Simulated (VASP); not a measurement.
# Al (P6_3/mmc) in VASP: a series of runs

Runs on Al. Level: PBE+D3(BJ). Tasks: single point.

All numbers are computed with VASP 6.6.1; they aren't measurements. Logs are shortened: lines on timing, memory, paths and dates and some standing lists are left out, and cuts for length are marked.

## Step 1: The cell of the first run

Symmetry: P6_3/mmc, No. 194, hexagonal system. Conventional cell: a = 2.744 Å, b = 2.744 Å, c = 4.505 Å, α = 90.00°, β = 90.00°, γ = 120.00°. Within 3.6 Å of Al (site symmetry -6m2) lie 12 Al at 2.74 to 2.75 Å.

## Step 2: Single point, PBE+D3(BJ)

The input, INCAR:

```
PREC = Accurate
ENCUT = 520
EDIFF = 1E-6
ISMEAR = -1
SIGMA = 0.15
LREAL = F
LASPH = T
NELM = 80
ALGO = Fast
ISIF = 2
LWAVE = F
LCHARG = T
GGA = PE
IVDW = 12
LELF = T
LVHAR = T
NBANDS = 10
```

The input, KPOINTS:

```
Automatic mesh
0
Gamma
  18 18 10
```

The input, POSCAR:

```
Al
1.0
    2.7442442432      0.0000000000      0.0000000000
   -1.3721221216      2.3765852288      0.0000000000
    0.0000000000      0.0000000000      4.5046893187
Al
2
Direct
    0.6666666667      0.3333333333      0.7500000000
    0.3333333333      0.6666666667      0.2500000000
```

Potentials or basis: VASP PAW PBE potentials, release 64 (Al).

Command:

```
$ cat potpaw_PBE.64/Al/POTCAR > POTCAR
$ mpirun -np 1 vasp_std > vasp.out
```

OUTCAR:

```text
PREC = Accurate
   ENCUT = 520
   EDIFF = 1E-6
   ISMEAR = -1
   LREAL = F
   LASPH = T
   NELM = 80
   ISIF = 2
   GGA = PE
   IVDW = 12
 IVDW          = 12

 ion  position               nearest neighbor table
   1  0.667  0.333  0.750-   2 2.75   2 2.75   2 2.75   2 2.75   2 2.75   2 2.75
   2  0.333  0.667  0.250-   1 2.75   1 2.75   1 2.75   1 2.75   1 2.75   1 2.75

  LATTYP: Found a hexagonal cell.
 ALAT       =     2.7442442432
 C/A-ratio  =     1.6415045162

  Lattice vectors:

 A1 = (   2.7442442432,   0.0000000000,   0.0000000000)
 A2 = (  -1.3721221216,   2.3765852288,   0.0000000000)
 A3 = (   0.0000000000,   0.0000000000,   4.5046893187)

Analysis of symmetry for initial positions (statically):
=====================================================================
 Subroutine PRICEL returns:
 Original cell was already a primitive cell.

 Routine SETGRP: Setting up the symmetry group for a
 hexagonal supercell.

 Subroutine GETGRP returns: Found 24 space group operations
 (whereof 12 operations were pure point group operations)
 out of a pool of 24 trial point group operations.

The static configuration has the point symmetry D_3d.
 The point group associated with its full space group is D_6h.

Analysis of symmetry for dynamics (positions and initial velocities):
=====================================================================
 Subroutine PRICEL returns:
 Original cell was already a primitive cell.

 Routine SETGRP: Setting up the symmetry group for a
 hexagonal supercell.

 Subroutine GETGRP returns: Found 24 space group operations
 (whereof 12 operations were pure point group operations)
 out of a pool of 24 trial point group operations.

The dynamic configuration has the point symmetry D_3d.
 The point group associated with its full space group is D_6h.

 Subroutine INISYM returns: Found 24 space group operations
 (whereof 12 operations are pure point group operations),
 and found     1 'primitive' translations

----------------------------------------------------------------------------------------

                                     Primitive cell

  volume of cell :      29.3793

  direct lattice vectors                    reciprocal lattice vectors
     2.744244243  0.000000000  0.000000000     0.364399052  0.210385891  0.000000000
    -1.372122122  2.376585229  0.000000000     0.000000000  0.420771781  0.000000000
     0.000000000  0.000000000  4.504689319     0.000000000  0.000000000  0.221990892

  length of vectors
     2.744244243  2.744244243  4.504689319     0.420771781  0.420771781  0.221990892

  position of ions in fractional coordinates (direct lattice)
     0.666666667  0.333333333  0.750000000
     0.333333333  0.666666667  0.250000000

  ion indices of the primitive-cell ions
   primitive index   ion index
                 1           1
                 2           2

----------------------------------------------------------------------------------------

 KPOINTS: Automatic mesh

Automatic generation of k-mesh.
 Grid dimensions read from file:
 generate k-points for:   18   18   10

 Generating k-lattice:

  Cartesian coordinates                     Fractional coordinates (reciprocal lattice)
     0.020244392  0.011688105  0.000000000     0.055555556  0.000000000  0.000000000
     0.000000000  0.023376210  0.000000000     0.000000000  0.055555556  0.000000000
     0.000000000  0.000000000  0.022199089     0.000000000  0.000000000  0.100000000

  Length of vectors
     0.023376210  0.023376210  0.022199089

  Shift w.r.t. Gamma in fractional coordinates (k-lattice)
     0.000000000  0.000000000  0.000000000

 Subroutine IBZKPT returns following result:
 ===========================================

 Found    222 irreducible k-points:

 Following reciprocal coordinates:
            Coordinates               Weight
  0.000000  0.000000  0.000000      1.000000
  0.055556  0.000000  0.000000      6.000000
  0.111111  0.000000  0.000000      6.000000
  0.166667  0.000000  0.000000      6.000000
  0.222222  0.000000  0.000000      6.000000
  0.277778  0.000000  0.000000      6.000000
[... 16 lines left out ...]
  0.333333  0.111111  0.000000     12.000000
  0.388889  0.111111  0.000000     12.000000
 [... further k-points ...]
   k-points           NKPTS =    222   k-points in BZ     NKDIM =    222   number of bands    NBANDS=     10
   number of dos      NEDOS =    301   number of ions     NIONS =      2
   total plane-waves  NPLWV =  14400
   dimension x,y,z NGX =    20 NGY =   20 NGZ =   36
   dimension x,y,z NGXF=    40 NGYF=   40 NGZF=   72
   ions per type =               2
   NGX,Y,Z   is equivalent  to a cutoff of  12.12, 12.12, 13.29 a.u.
   NGXF,Y,Z  is equivalent  to a cutoff of  24.23, 24.23, 26.57 a.u.
 SYSTEM =  unknown system
   PREC   = accura    normal or accurate (medium, high low for compatibility)
   ISTART =      0    job   : 0-new  1-cont  2-samecut
   ICHARG =      2    charge: 1-file 2-atom 10-const
   ISPIN  =      1    spin polarized calculation?
   LNONCOLLINEAR =      F non collinear calculations
   LSORBIT =      F    spin-orbit coupling
   LASPH  =      T    aspherical Exc in radial PAW
   ENCUT  =  520.0 eV  38.22 Ry    6.18 a.u.   5.10  5.10  8.38*2*pi/ulx,y,z
   NELM   =     80;   NELMIN=  2; NELMDL= -5     # of ELM steps
   EDIFF  = 0.1E-05   stopping-criterion for ELM
   LREAL  =      F    real-space projection
   EDIFFG = 0.1E-04   stopping-criterion for IOM
   NSW    =      0    number of steps for IOM
   IBRION =     -1    ionic relax: 0-MD 1-quasi-New 2-CG
   NFREE  =      0    steps in history (QN), initial steepest desc. (CG)
   ISIF   =      2    stress and relaxation
   ISYM   =      2    0-nonsym 1-usesym 2-fastsym
   POTIM  = 0.5000    time-step for ionic-motion
   TEBEG  =    0.0;   TEEND  =   0.0 temperature during run
   PSTRESS=    0.0 pullay stress
   NELECT =       6.0000    total number of electrons
   NUPDOWN=      -1.0000    fix difference up-down
   EMIN   =  10.00;   EMAX   =-10.00  energy-range for DOS
   EFERMI =   0.00;   METHOD = LEGACY
   ISMEAR =    -1;   SIGMA  =   0.15  broadening in eV -4-tet -1-fermi 0-gaus
   EFERMI_NEDOS =   21; number of points for ismear=-14 and -15
   IALGO  =     68    algorithm
   IMIX   =      4    mixing-type and parameters
     AMIX     =   0.40;   BMIX     =  1.00
     AMIX_MAG =   1.60;   BMIX_MAG =  1.00
  volume/ion in A,a.u.               =      14.69        99.13
  Fermi-wavevector in a.u.,A,eV,Ry     =   0.964077  1.821841 12.645851  0.929444
  Thomas-Fermi vector in A             =   2.093677
   LORBIT       =      0    0 simple, 1 ext, 2 COOP (PROOUT), +10 PAW based schemes
   GGA     = PE    functional components
   LHFCALC =     F    Hartree Fock is set to
   AEXX    =    0.0000 exact exchange contribution
   IVDW    =    12    specifies the selected vdW correction
   LEPSILON=     F    determine dielectric tensor
   LRPA    =     F    only Hartree local field effects (RPA)
 non-spin polarized calculation
 RMM-DIIS sequential band-by-band and
  energy-cutoff  :      520.00
  volume of cell :       29.38
 maximum number of plane-waves:       807
   NGX = 11   NGY = 11   NGZ = 17

 number of electron       6.0000000 magnetization

 Free energy of the ion-electron system (eV)
  ---------------------------------------------------
  ext. energy  EPLUGINS =         0.00000000
  ---------------------------------------------------
  free energy    TOTEN  =        -7.32224844 eV

  energy without entropy =       -7.26256725  energy(sigma->0) =       -7.29240784

 E-fermi :   9.2763     XC(G=0): -10.6264

 val. band max:        9.2646481931   @ k =   0.2778   0.2222   0.5000
 cond. band min:       9.2846784159   @ k =   0.3333   0.2222   0.1000
 fundamental gap:      0.0200302228
 Fermi energy:         9.2763206942

 k-point     1 :       0.0000    0.0000    0.0000
  band No.  band energies     occupation
      1      -2.6971      2.00000
      2       4.1726      2.00000
      3       4.6531      2.00000
      4      20.9254      0.00000
      5      20.9254      0.00000
      6      20.9807      0.00000
      7      20.9807      0.00000
      8      21.9119      0.00000
      9      24.5609      0.00000
     10      24.9706      0.00000

 k-point     2 :       0.0556    0.0000    0.0000
  band No.  band energies     occupation
      1      -2.6163      2.00000
      2       4.2469      2.00000
      3       4.7311      2.00000
      4      19.0689      0.00000
      5      19.8086      0.00000
      6      20.9098      0.00000
      7      22.2159      0.00000
      8      22.6638      0.00000
      9      24.8329      0.00000
     10      25.2169      0.00000

 k-point     3 :       0.1111    0.0000    0.0000
  band No.  band energies     occupation
      1      -2.3743      2.00000
      2       4.4699      2.00000
      3       4.9639      2.00000
      4      16.8475      0.00000
      5      18.7968      0.00000
      6      20.0274      0.00000
      7      22.7556      0.00000
      8      23.0218      0.00000
      9      23.5005      0.00000
     10      24.5097      0.00000

 k-point     4 :       0.1667    0.0000    0.0000
  band No.  band energies     occupation
      1      -1.9718      2.00000
      2       4.8416      2.00000
      3       5.3473      2.00000
      4      14.6521      0.00000
      5      17.9203      0.00000
      6      18.9734      0.00000
      7      20.8878      0.00000
      8      21.6108      0.00000
      9      23.9259      0.00000
     10      24.0604      0.00000
[... 222 lines left out ...]
 k-point    22 :       0.2778    0.1111    0.0000
  band No.  band energies     occupation
      1       0.4152      2.00000
      2       7.0727      2.00000
      3       7.2990      2.00000
      4       9.1962      1.26077
      5      12.7937      0.00000
      6      15.1625      0.00000
      7      16.1641      0.00000
      8      19.3304      0.00000
      9      19.9707      0.00000
     10      21.1735      0.00000

 k-point    23 :       0.3333    0.1111    0.0000
  band No.  band energies     occupation
      1       1.4347      2.00000
      2       6.7427      2.00000
      3       8.0364      1.99949
      4       8.9557      1.78893
      5      12.2761      0.00000
      6      13.4675      0.00000
      7      14.7841      0.00000
      8      18.9336      0.00000
      9      19.6564      0.00000
     10      20.8393      0.00000

 k-point    24 :       0.3889    0.1111    0.0000
  band No.  band energies     occupation
      1       2.5988      2.00000
      2       5.3153      2.00000
      3       9.1339      1.44192
      4       9.8097      0.05553
      5      11.6697      0.00000
      6      11.9271      0.00000
      7      13.7909      0.00000
      8      18.6976      0.00000
      9      19.4656      0.00000
     10      20.6345      0.00000

 [... further k-points ...]

------------------------ aborting loop because EDIFF is reached ----------------------------------------

 Edisp (eV)   -0.75909

 E8    (eV) :    -0.3401

  FORCE on cell =-STRESS in cart. coord.  units (eV):
  Direction    XX          YY          ZZ          XY          YZ          ZX
  --------------------------------------------------------------------------------------
  -------------------------------------------------------------------------------------
  Total       1.46283     1.46283     1.46167     0.00000    -0.00000     0.00000
  in kB      79.77455    79.77455    79.71097     0.00000    -0.00000     0.00000
  external pressure =       79.75 kB  Pullay stress =        0.00 kB

 VOLUME and BASIS-vectors are now :
 -----------------------------------------------------------------------------
  energy-cutoff  :      520.00
  volume of cell :       29.38
      direct lattice vectors                 reciprocal lattice vectors
     2.744244243  0.000000000  0.000000000     0.364399052  0.210385891  0.000000000
    -1.372122122  2.376585229  0.000000000     0.000000000  0.420771781  0.000000000
     0.000000000  0.000000000  4.504689319     0.000000000  0.000000000  0.221990892

 POSITION                                       TOTAL-FORCE (eV/Angst)
 -----------------------------------------------------------------------------------
      1.37212      0.79220      3.37852        -0.000000      0.000000      0.000000
     -0.00000      1.58439      1.12617         0.000000     -0.000000      0.000000
 -----------------------------------------------------------------------------------
    total drift:                                0.000000     -0.000000     -0.000000

  FREE ENERGIE OF THE ION-ELECTRON SYSTEM (eV)
  ---------------------------------------------------
  free  energy   TOTEN  =        -8.0813392188 eV

  energy  without entropy=       -8.0216580348  energy(sigma->0) =       -8.05149863
```

Wall time 22 s (1 thread of Intel Xeon 6975P-C, shared host); peak memory 0.18 GiB.

What came out:

- Free energy: -8.0813 eV
- Pressure: 8.0 GPa
- Band gap on the k mesh: zero (band 3 reaches 13.59 eV, above the bottom of band 4 at 5.93 eV)
- Dispersion energy per atom: -0.380 eV

Levels at points of the mesh, in eV from the Fermi level:
| k point | band 1 | band 2 | band 3 | band 4 | band 5 | band 6 | band 7 |
| --- | --- | --- | --- | --- | --- | --- | --- |
| (0.00, 0.00, 0.00) | -11.97 | -5.10 | -4.62 | 11.65 | 11.65 | 11.70 | 11.70 |
| (0.50, 0.00, 0.00) | -5.62 | -5.59 | 0.59 | 1.30 | 1.33 | 1.99 | 6.23 |
| (0.00, 0.00, 0.50) | -10.16 | -10.16 | 3.57 | 3.57 | 12.60 | 12.60 | 12.60 |
| (0.50, 0.00, 0.50) | -4.30 | -4.30 | -3.35 | -3.35 | 7.75 | 7.75 | 7.83 |

Caveat: pairwise dispersion overbinds metals, which lowers pressure and volume.

## Step 3: Single point, PBE+D3(BJ)

This run uses another cell than the first one, of 15.40 Å³/atom, 1.049 times its volume.

The input, INCAR:

```
SYSTEM = Al
ALGO = Fast
EDIFF = 1E-6
ENCUT = 520
GGA = PE
ISIF = 2
ISMEAR = -1
IVDW = 12
LASPH = .True.
LCHARG = .False.
LREAL = .False.
LWAVE = .False.
NBANDS = 10
NELM = 80
PREC = Accurate
SIGMA = 0.15
```

The input, KPOINTS:

```
k-points
0
Gamma
  18 18 10
  0 0 0
```

The input, POSCAR:

```
Al
1.0
    2.7866299143      0.0000000000      0.0000000000
   -1.3933149571      2.4132922967      0.0000000000
    0.0000000000      0.0000000000      4.5808157323
Al
2
Direct
    0.6666666667      0.3333333333      0.7500000000
    0.3333333333      0.6666666667      0.2500000000
```

Potentials or basis: VASP PAW PBE potentials, release 64 (Al).

Command:

```
$ cat potpaw_PBE.64/Al/POTCAR > POTCAR
$ mpirun -np 1 vasp_std > vasp.out
```

OUTCAR:

```text
SYSTEM = Al
   EDIFF = 1E-6
   ENCUT = 520
   GGA = PE
   ISIF = 2
   ISMEAR = -1
   IVDW = 12
   LASPH = .True.
   LREAL = .False.
   NELM = 80
   PREC = Accurate
 IVDW          = 12

 ion  position               nearest neighbor table
   1  0.667  0.333  0.750-   2 2.80   2 2.80   2 2.80   2 2.80   2 2.80   2 2.80
   2  0.333  0.667  0.250-   1 2.80   1 2.80   1 2.80   1 2.80   1 2.80   1 2.80

  LATTYP: Found a hexagonal cell.
 ALAT       =     2.7866299143
 C/A-ratio  =     1.6438550770

  Lattice vectors:

 A1 = (   2.7866299143,   0.0000000000,   0.0000000000)
 A2 = (  -1.3933149571,   2.4132922967,   0.0000000000)
 A3 = (   0.0000000000,   0.0000000000,   4.5808157323)

Analysis of symmetry for initial positions (statically):
=====================================================================
 Subroutine PRICEL returns:
 Original cell was already a primitive cell.

 Routine SETGRP: Setting up the symmetry group for a
 hexagonal supercell.

 Subroutine GETGRP returns: Found 24 space group operations
 (whereof 12 operations were pure point group operations)
 out of a pool of 24 trial point group operations.

The static configuration has the point symmetry D_3d.
[... 175 lines left out ...]
      3       4.1747      2.00000
      4      20.0034      0.00000
      5      20.0034      0.00000
      6      20.1963      0.00000
      7      20.1963      0.00000
      8      21.1116      0.00000
      9      23.5435      0.00000
     10      23.7444      0.00000
[... 287 lines left out ...]
 k-point    24 :       0.3889    0.1111    0.0000
  band No.  band energies     occupation
      1       2.2622      2.00000
      2       4.9147      2.00000
      3       8.6537      1.28427
      4       9.2038      0.08767
      5      11.0924      0.00000
      6      11.3937      0.00000
      7      12.9237      0.00000
      8      17.9918      0.00000
      9      18.4860      0.00000
     10      19.7218      0.00000

 [... further k-points ...]

------------------------ aborting loop because EDIFF is reached ----------------------------------------

 Edisp (eV)   -0.72247

 E8    (eV) :    -0.3234

  FORCE on cell =-STRESS in cart. coord.  units (eV):
  Direction    XX          YY          ZZ          XY          YZ          ZX
  --------------------------------------------------------------------------------------
  -------------------------------------------------------------------------------------
  Total       0.57186     0.57186     0.57158     0.00000     0.00000    -0.00000
  in kB      29.74205    29.74205    29.72707     0.00000     0.00000    -0.00000
  external pressure =       29.74 kB  Pullay stress =        0.00 kB

 VOLUME and BASIS-vectors are now :
 -----------------------------------------------------------------------------
  energy-cutoff  :      520.00
  volume of cell :       30.81
      direct lattice vectors                 reciprocal lattice vectors
     2.786629914  0.000000000  0.000000000     0.358856407  0.207185843  0.000000000
    -1.393314957  2.413292297  0.000000000     0.000000000  0.414371687  0.000000000
     0.000000000  0.000000000  4.580815732     0.000000000  0.000000000  0.218301730

 POSITION                                       TOTAL-FORCE (eV/Angst)
 -----------------------------------------------------------------------------------
      1.39331      0.80443      3.43561         0.000000     -0.000000      0.000000
     -0.00000      1.60886      1.14520        -0.000000      0.000000      0.000000
 -----------------------------------------------------------------------------------
    total drift:                               -0.000000      0.000000     -0.000000

  FREE ENERGIE OF THE ION-ELECTRON SYSTEM (eV)
  ---------------------------------------------------
  free  energy   TOTEN  =        -8.1292118000 eV

  energy  without entropy=       -8.0676067817  energy(sigma->0) =       -8.09840929
```

stdout:

```text
POSCAR found type information on POSCAR Al
 POSCAR found :  1 types and       2 ions
 scaLAPACK will be used
 LDA part: xc-table for (Slater+PW92), standard interpolation
 POSCAR, INCAR and KPOINTS ok, starting setup
 FFT: planning ... GRIDC
 FFT: planning ... GRID_SOFT
 FFT: planning ... GRID
 WAVECAR not read
 entering main loop
```

It took 21 s on 1 thread of Intel Xeon 6975P-C, shared host; peak memory 0.19 GiB.

What came out:

```yaml
Free_energy: -8.1292 eV
Pressure: 3.0 GPa
Band_gap_on_the_k_mesh: zero (band 3 reaches 12.96 eV, above the bottom of band 4 at 5.45 eV)
Dispersion_energy_per_atom: -0.361 eV
```

Levels at points of the mesh, in eV from the Fermi level:
| k point | band 1 | band 2 | band 3 | band 4 | band 5 | band 6 | band 7 |
| --- | --- | --- | --- | --- | --- | --- | --- |
| (0.00, 0.00, 0.00) | -11.63 | -4.91 | -4.57 | 11.26 | 11.26 | 11.45 | 11.45 |
| (0.50, 0.00, 0.00) | -5.48 | -5.39 | 0.59 | 1.20 | 1.40 | 1.88 | 6.00 |
| (0.00, 0.00, 0.50) | -9.87 | -9.87 | 3.45 | 3.45 | 12.34 | 12.34 | 12.34 |
| (0.50, 0.00, 0.50) | -4.14 | -4.14 | -3.29 | -3.29 | 7.49 | 7.49 | 7.73 |

Caveat: pairwise dispersion overbinds metals, which lowers pressure and volume.
